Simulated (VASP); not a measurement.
# Si4Ni2Cl in VASP: further runs

Si4Ni2Cl is run at these levels: PBE+D3(BJ); tasks: single point.

Everything below comes from runs of VASP 6.6.1. Logs are shortened: lines on timing, memory, paths and dates and some standing lists are left out, and cuts for length are marked.

## Step 1: The cell of the first run

The cell holds a slab with vacuum, 7 atoms: a = 3.805 Å, b = 3.805 Å, c = 21.958 Å, α = 90.00°, β = 90.00°, γ = 120.00°.

## Step 2: Single point, PBE+D3(BJ)

INCAR reads:

```
SYSTEM = Si4Ni2Cl
PREC = Accurate
ENCUT = 520
EDIFF = 1E-6
ISMEAR = 0
SIGMA = 0.1
LREAL = .False.
LASPH = .True.
NELM = 60
ALGO = Fast
ISIF = 2
LWAVE = .False.
LCHARG = .False.
LDIPOL = .True.
IDIPOL = 3
DIPOL = 0.5 0.5 0.322
GGA = PE
IVDW = 12
NBANDS = 30
```

KPOINTS reads:

```
Automatic mesh
0
Gamma
  9 9 1
  0 0 0
```

POSCAR reads:

```
Si4Ni2Cl
1.0
    3.8050033461      0.0000000000      0.0000000000
   -1.9025016731      3.2952295592      0.0000000000
    0.0000000000      0.0000000000     21.9577178808
Si Ni Cl
4 2 1
Direct
    0.0000000000      0.0000000000      0.1821682937
    0.3333333333      0.6666666667      0.2529127180
    0.6666666667      0.3333333333      0.3239192411
    0.0000000000      0.0000000000      0.3897362161
    0.6666666667      0.3333333333      0.2175405058
    0.3333333333      0.6666666667      0.3579573807
    0.0000000000      0.0000000000      0.5309166437
```

Potentials or basis: VASP PAW PBE potentials, release 64 (Si, Ni, Cl).

Run with:

```console
$ cat potpaw_PBE.64/Si/POTCAR potpaw_PBE.64/Ni/POTCAR potpaw_PBE.64/Cl/POTCAR > POTCAR
$ mpirun -np 1 vasp_std > vasp.out
```

OUTCAR:

```text
SYSTEM = Si4Ni2Cl
   PREC = Accurate
   ENCUT = 520
   EDIFF = 1E-6
   ISMEAR = 0
   LREAL = .False.
   LASPH = .True.
   NELM = 60
   ISIF = 2
   GGA = PE
   IVDW = 12
 IVDW          = 12

 ion  position               nearest neighbor table
   1  0.000  0.000  0.182-   5 2.33   5 2.33   5 2.33   2 2.69   2 2.69   2 2.69
   2  0.333  0.667  0.253-   6 2.31   5 2.33   5 2.33   5 2.33   1 2.69   1 2.69   1 2.69   3 2.69
                             3 2.69   3 2.69
   3  0.667  0.333  0.324-   6 2.32   6 2.32   6 2.32   5 2.34   4 2.63   4 2.63   4 2.63   2 2.69
                             2 2.69   2 2.69
   4  0.000  0.000  0.390-   6 2.30   6 2.30   6 2.30   3 2.63   3 2.63   3 2.63
   5  0.667  0.333  0.218-   1 2.33   1 2.33   1 2.33   2 2.33   2 2.33   2 2.33   3 2.34
   6  0.333  0.667  0.358-   4 2.30   4 2.30   4 2.30   2 2.31   3 2.32   3 2.32   3 2.32
   7  0.000  0.000  0.531-

  LATTYP: Found a hexagonal cell.
 ALAT       =     3.8050033461
 C/A-ratio  =     5.7707486390

  Lattice vectors:

 A1 = (   3.8050033461,   0.0000000000,   0.0000000000)
 A2 = (  -1.9025016731,   3.2952295592,   0.0000000000)
 A3 = (   0.0000000000,   0.0000000000,  21.9577178808)

Analysis of symmetry for initial positions (statically):
=====================================================================
 Subroutine PRICEL returns:
 Original cell was already a primitive cell.

 Routine SETGRP: Setting up the symmetry group for a
 hexagonal supercell.

 Subroutine GETGRP returns: Found  6 space group operations
 (whereof  6 operations were pure point group operations)
 out of a pool of 24 trial point group operations.

The static configuration has the point symmetry C_3v.

Analysis of symmetry for dynamics (positions and initial velocities):
=====================================================================
 Subroutine PRICEL returns:
 Original cell was already a primitive cell.

 Routine SETGRP: Setting up the symmetry group for a
 hexagonal supercell.

 Subroutine GETGRP returns: Found  6 space group operations
 (whereof  6 operations were pure point group operations)
 out of a pool of 24 trial point group operations.

The dynamic configuration has the point symmetry C_3v.

 Subroutine INISYM returns: Found  6 space group operations
 (whereof  6 operations are pure point group operations),
 and found     1 'primitive' translations

----------------------------------------------------------------------------------------

                                     Primitive cell

  volume of cell :     275.3138

  direct lattice vectors                    reciprocal lattice vectors
     3.805003346  0.000000000  0.000000000     0.262811858  0.151734497  0.000000000
    -1.902501673  3.295229559  0.000000000     0.000000000  0.303468994  0.000000000
     0.000000000  0.000000000 21.957717881     0.000000000  0.000000000  0.045542073

  length of vectors
     3.805003346  3.805003346 21.957717881     0.303468994  0.303468994  0.045542073

  position of ions in fractional coordinates (direct lattice)
     0.000000000  0.000000000  0.182168294
     0.333333333  0.666666667  0.252912718
     0.666666667  0.333333333  0.323919241
     0.000000000  0.000000000  0.389736216
     0.666666667  0.333333333  0.217540506
     0.333333333  0.666666667  0.357957381
     0.000000000  0.000000000  0.530916644

  ion indices of the primitive-cell ions
   primitive index   ion index
                 1           1
                 2           2
                 3           3
                 4           4
                 5           5
                 6           6
                 7           7

----------------------------------------------------------------------------------------

 KPOINTS: Automatic mesh

Automatic generation of k-mesh.
 Grid dimensions read from file:
 generate k-points for:    9    9    1

 Generating k-lattice:

  Cartesian coordinates                     Fractional coordinates (reciprocal lattice)
     0.029201318  0.016859389  0.000000000     0.111111111  0.000000000  0.000000000
     0.000000000  0.033718777  0.000000000     0.000000000  0.111111111  0.000000000
     0.000000000  0.000000000  0.045542073     0.000000000  0.000000000  1.000000000

  Length of vectors
     0.033718777  0.033718777  0.045542073

  Shift w.r.t. Gamma in fractional coordinates (k-lattice)
     0.000000000  0.000000000  0.000000000

 Subroutine IBZKPT returns following result:
 ===========================================

 Found     12 irreducible k-points:

 Following reciprocal coordinates:
            Coordinates               Weight
  0.000000  0.000000  0.000000      1.000000
  0.111111 -0.000000  0.000000      6.000000
  0.222222  0.000000  0.000000      6.000000
  0.333333 -0.000000  0.000000      6.000000
  0.444444  0.000000  0.000000      6.000000
  0.111111  0.111111  0.000000      6.000000
  0.222222  0.111111  0.000000     12.000000
  0.333333  0.111111  0.000000     12.000000
  0.444444  0.111111  0.000000      6.000000
  0.222222  0.222222  0.000000      6.000000
  0.333333  0.222222  0.000000     12.000000
  0.333333  0.333333  0.000000      2.000000
   k-points           NKPTS =     12   k-points in BZ     NKDIM =     12   number of bands    NBANDS=     30
   number of dos      NEDOS =    301   number of ions     NIONS =      7
   total plane-waves  NPLWV = 131712
   dimension x,y,z NGX =    28 NGY =   28 NGZ =  168
   dimension x,y,z NGXF=    56 NGYF=   56 NGZF=  336
   ions per type =               4   2   1
   NGX,Y,Z   is equivalent  to a cutoff of  12.23, 12.23, 12.72 a.u.
   NGXF,Y,Z  is equivalent  to a cutoff of  24.47, 24.47, 25.44 a.u.
 SYSTEM =  Si4Ni2Cl
   PREC   = accura    normal or accurate (medium, high low for compatibility)
   ISTART =      0    job   : 0-new  1-cont  2-samecut
   ICHARG =      2    charge: 1-file 2-atom 10-const
   ISPIN  =      1    spin polarized calculation?
   LNONCOLLINEAR =      F non collinear calculations
   LSORBIT =      F    spin-orbit coupling
   LASPH  =      T    aspherical Exc in radial PAW
   ENCUT  =  520.0 eV  38.22 Ry    6.18 a.u.   7.07  7.07 40.83*2*pi/ulx,y,z
   NELM   =     60;   NELMIN=  2; NELMDL= -5     # of ELM steps
   EDIFF  = 0.1E-05   stopping-criterion for ELM
   LREAL  =      F    real-space projection
   EDIFFG = 0.1E-04   stopping-criterion for IOM
   NSW    =      0    number of steps for IOM
   IBRION =     -1    ionic relax: 0-MD 1-quasi-New 2-CG
   NFREE  =      0    steps in history (QN), initial steepest desc. (CG)
   ISIF   =      2    stress and relaxation
   ISYM   =      2    0-nonsym 1-usesym 2-fastsym
   POTIM  = 0.5000    time-step for ionic-motion
   TEBEG  =    0.0;   TEEND  =   0.0 temperature during run
   PSTRESS=    0.0 pullay stress
   NELECT =      43.0000    total number of electrons
   NUPDOWN=      -1.0000    fix difference up-down
   EMIN   =  10.00;   EMAX   =-10.00  energy-range for DOS
   EFERMI =   0.00;   METHOD = LEGACY
   ISMEAR =     0;   SIGMA  =   0.10  broadening in eV -4-tet -1-fermi 0-gaus
   EFERMI_NEDOS =   21; number of points for ismear=-14 and -15
   IALGO  =     68    algorithm
   IMIX   =      4    mixing-type and parameters
     AMIX     =   0.40;   BMIX     =  1.00
     AMIX_MAG =   1.60;   BMIX_MAG =  1.00
  volume/ion in A,a.u.               =      39.33       265.42
  Fermi-wavevector in a.u.,A,eV,Ry     =   0.881634  1.666047 10.575517  0.777279
  Thomas-Fermi vector in A             =   2.002157
   LORBIT       =      0    0 simple, 1 ext, 2 COOP (PROOUT), +10 PAW based schemes
   GGA     = PE    functional components
   LHFCALC =     F    Hartree Fock is set to
   AEXX    =    0.0000 exact exchange contribution
   IVDW    =    12    specifies the selected vdW correction
   LEPSILON=     F    determine dielectric tensor
   LRPA    =     F    only Hartree local field effects (RPA)
 non-spin polarized calculation
 RMM-DIIS sequential band-by-band and
 Gauss-broadening in eV      SIGMA  =   0.10
  energy-cutoff  :      520.00
  volume of cell :      275.31
 maximum number of plane-waves:      7453
   NGX = 15   NGY = 15   NGZ = 81

 dipolmoment           0.000000      0.000000     -0.138259 electrons x Angstroem

 number of electron      43.0000007 magnetization

 dipolmoment           0.000000      0.000000      0.244384 electrons x Angstroem

 Free energy of the ion-electron system (eV)
  ---------------------------------------------------
  ext. energy  EPLUGINS =         0.00000000
  ---------------------------------------------------
  free energy    TOTEN  =       -34.59191858 eV

  energy without entropy =      -34.56939120  energy(sigma->0) =      -34.58065489

 E-fermi :  -0.9853     XC(G=0):  -5.0403

 val. band max:       -0.9874531014   @ k =   0.2222   0.0000   0.0000
 cond. band min:      -0.9843640996   @ k =   0.1111   0.1111   0.0000
 fundamental gap:      0.0030890018
 Fermi energy:        -0.9852774082

 k-point     1 :       0.0000    0.0000    0.0000
  band No.  band energies     occupation
      1     -13.8989      2.00000
      2     -13.7651      2.00000
      3     -11.8669      2.00000
      4      -8.4484      2.00000
      5      -5.5893      2.00000
      6      -5.5893      2.00000
[... 22 lines left out ...]
     29       2.0222      0.00000
     30       3.0607      0.00000

 k-point     2 :       0.1111   -0.0000    0.0000
  band No.  band energies     occupation
      1     -13.7910      2.00000
      2     -13.6853      2.00000
      3     -11.7055      2.00000
      4      -8.3689      2.00000
      5      -6.0520      2.00000
      6      -5.5634      2.00000
[... 322 lines left out ...]
 k-point    12 :       0.3333    0.3333    0.0000
  band No.  band energies     occupation
      1     -13.5334      2.00000
      2     -10.1238      2.00000
      3     -10.0232      2.00000
      4      -9.3926      2.00000
      5      -8.6813      2.00000
      6      -6.6898      2.00000
[... 22 lines left out ...]
     29       4.8030      0.00000
     30       5.4244      0.00000

------------------------ aborting loop because EDIFF is reached ----------------------------------------

 vacuum level on the upper side and lower side of the slab       (xc-potential included)         1.557        -1.860

 Edisp (eV)   -2.00498

 E8    (eV) :    -0.8645

  FORCE on cell =-STRESS in cart. coord.  units (eV):
  Direction    XX          YY          ZZ          XY          YZ          ZX
  --------------------------------------------------------------------------------------
  -------------------------------------------------------------------------------------
  Total      -2.95541    -2.95541    -4.60537     0.00000     0.00000     0.00000
  in kB     -17.19890   -17.19890   -26.80077     0.00000     0.00000     0.00000
  external pressure =      -20.40 kB  Pullay stress =        0.00 kB

 VOLUME and BASIS-vectors are now :
 -----------------------------------------------------------------------------
  energy-cutoff  :      520.00
  volume of cell :      275.31
      direct lattice vectors                 reciprocal lattice vectors
     3.805003346  0.000000000  0.000000000     0.262811858  0.151734497  0.000000000
    -1.902501673  3.295229559  0.000000000     0.000000000  0.303468994  0.000000000
     0.000000000  0.000000000 21.957717881     0.000000000  0.000000000  0.045542073

 POSITION                                       TOTAL-FORCE (eV/Angst)
 -----------------------------------------------------------------------------------
      0.00000      0.00000      4.00000        -0.000000      0.000000      0.600981
     -0.00000      2.19682      5.55339        -0.000000     -0.000000     -0.453616
      1.90250      1.09841      7.11253         0.000000      0.000000      0.235309
      0.00000      0.00000      8.55772        -0.000000      0.000000      1.850792
      1.90250      1.09841      4.77669         0.000000     -0.000000     -0.296442
     -0.00000      2.19682      7.85993         0.000000      0.000000     -0.531300
      0.00000      0.00000     11.65772         0.000000      0.000000     -1.405724
 -----------------------------------------------------------------------------------
    total drift:                                0.000000     -0.000000      0.001016

  FREE ENERGIE OF THE ION-ELECTRON SYSTEM (eV)
  ---------------------------------------------------
  free  energy   TOTEN  =       -36.5969007867 eV

  energy  without entropy=      -36.5743734008  energy(sigma->0) =      -36.58563709

 vacuum level on the upper side and lower side of the slab         7.004         3.505
```

Run time: 4.8 min. Hardware: 1 thread of Oxide Virtual Turin-like, shared host; peak memory 0.35 GiB.

What came out:

* Free energy: -36.5969 eV
* Largest force: 1.851 eV/Å
* Band gap on the k mesh: zero (an odd number of electrons rules out a gap without spin polarisation)
* Dispersion energy per atom: -0.286 eV

Forces in eV/Å, atoms in the order of the input:
```
Si   0.000  0.000  0.601
Si   0.000  0.000 -0.454
Si   0.000  0.000  0.235
Si   0.000  0.000  1.851
Ni   0.000  0.000 -0.296
Ni   0.000  0.000 -0.531
Cl   0.000  0.000 -1.406
```

Levels at points of the mesh, in eV from the Fermi level:
```csv
k point,band 18,band 19,band 20,band 21,band 22,band 23,band 24,band 25,band 26,band 27
"(0.00, 0.00, 0.00)",0.10,0.19,0.19,1.46,1.88,1.88,1.88,2.44,2.77,2.77
```

Caveat: an odd number of electrons without spin polarisation forces a metal; a magnetic or distorted state may lie lower.

[end of part 1 of 2]

The gap in the log of VASP goes by the Fermi energy; the results here count the filled bands.